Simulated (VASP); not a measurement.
Write the native input for VASP 6.6.1 that does the following.

| Item | Value |
| --- | --- |
| Task | single point |
| Functional | PBEsol |
| Potentials or basis | VASP PAW PBE potentials, release 64 (Ru_pv, Al) |
| Cutoff | 520 eV |
| k mesh | 14 × 14 × 14 |
| Occupations | fermi-dirac, width 0.05 eV |
| Spin | no spin polarisation |
| Dipole correction | no |
| Further INCAR settings | ALGO = Normal; EDIFF = 1e-06; NBANDS = 16 |

The structure of AlRu (rocksalt type) lies in POSCAR:

```
AlRu
1.0
    0.0000000000      2.0198335533      2.0198335533
    2.0198335533      0.0000000000      2.0198335533
    2.0198335533      2.0198335533      0.0000000000
Ru Al
1 1
Direct
    0.0000000000      0.0000000000      0.0000000000
    0.5000000000      0.5000000000      0.5000000000
```

This cell differs from its parent crystal: volume scaled by 0.55.

These files were run (other wordings do the same):

INCAR

```
SYSTEM = AlRu
PREC = Accurate ; ENCUT = 520
EDIFF = 1E-6 ; ISMEAR = -1
SIGMA = 0.05 ; LREAL = .FALSE.
LASPH = .TRUE. ; NELM = 60
ALGO = Normal ; ISIF = 2
LWAVE = .FALSE. ; LCHARG = .FALSE.
GGA = PS ; NBANDS = 16
```

KPOINTS

```
regular mesh
0
G
  14 14 14
  0 0 0
```

Potentials or basis: VASP PAW PBE potentials, release 64 (Ru_pv, Al).

Launch:

```bash
$ cat potpaw_PBE.64/Ru_pv/POTCAR potpaw_PBE.64/Al/POTCAR > POTCAR
$ mpirun -np 1 vasp_std > vasp.out
```

It gave:

| Item | Value |
| --- | --- |
| Pressure | 326.7 GPa |

Caveat: the PAW data sets were made with another functional, which shifts forces and pressure a little.

Wall time 26 s on 1 thread of Intel Xeon 8259CL (shared host), peak memory 0.16 GiB.
